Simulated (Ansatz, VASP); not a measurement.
PtSe2 in VASP and in Ansatz

```
Se Pt
1.0
     3.70704    0.00000    0.00000
    -1.85352    3.21039    0.00000
     0.00000    0.00000   22.79816
Se Pt
4 2
Direct
  0.66667 0.33333 0.19738
  0.33333 0.66667 0.31358
  0.50000 0.00000 0.46754
  0.16667 0.33333 0.58374
  0.00000 0.00000 0.25548
  0.83333 0.66667 0.52564
```

Alike in both runs: task single point; functional PBE; dispersion D3(BJ); k mesh 9 × 9 × 1; occupations gaussian, width 0.05 eV; no spin polarisation.

|  | VASP | Ansatz |
| --- | --- | --- |
| version | VASP 6.6.1 | Ansatz 0.2.0 |
| potentials or method | VASP PAW PBE potentials, release 64 (Se, Pt), cutoff 520 eV | scalar-relativistic, plane waves, PAW |
| valence electrons in the cell | 44 | 100 |

```csv
,VASP,Ansatz,Ansatz less VASP
gap on the k mesh at the Fermi level (eV),0.90,0.91,+0.008
least direct gap on the mesh (eV),1.09,1.10,+0.009
rms of the force components (eV/Å),0.032,0.032,+0.0001
```

VASP's potentials hold 44 valence electrons a cell and Ansatz's 100, so a difference there can come from the potentials and not from the codes.

Spin-orbit coupling is off throughout.
